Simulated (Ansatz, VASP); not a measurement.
# Ta: VASP beside Ansatz

```xyz
1
Lattice="-1.5617 1.5617 1.9541 1.5617 -1.5617 1.9541 1.5617 1.5617 -1.9541" Properties=species:S:1:pos:R:3 pbc="T T T"
Ta    0.0000    0.0000    0.0000
```

Alike in both runs: task single point; functional PBEsol; k mesh 22 × 22 × 22; occupations gaussian, width 0.15 eV; no spin polarisation.

|  | VASP | Ansatz |
| --- | --- | --- |
| version | VASP 6.6.1 | Ansatz 0.2.0 |
| potentials or method | VASP PAW PBE potentials, release 64 (Ta_pv), cutoff 520 eV | scalar-relativistic, plane waves, PAW |
| valence electrons in the cell | 11 | 13 |

Ansatz gave:

* gap on the k mesh at the Fermi level (eV): none
* pressure (GPa): -10.4
* traceless stress, the component that is largest in VASP (GPa): -8.82

Problem. What did VASP give for the same quantities?

Solution. gap on the k mesh at the Fermi level (eV): none; pressure (GPa): -10.3; traceless stress, the component that is largest in VASP (GPa): -8.84.

VASP's potentials were made for PBE, not for PBEsol, and Ansatz warns of the same on its side. A gap of «none» marks a metal or a gap that the smearing closes. VASP's potentials hold 11 valence electrons a cell and Ansatz's 13, so a difference there can come from the potentials and not from the codes.

Spin-orbit coupling is off throughout.
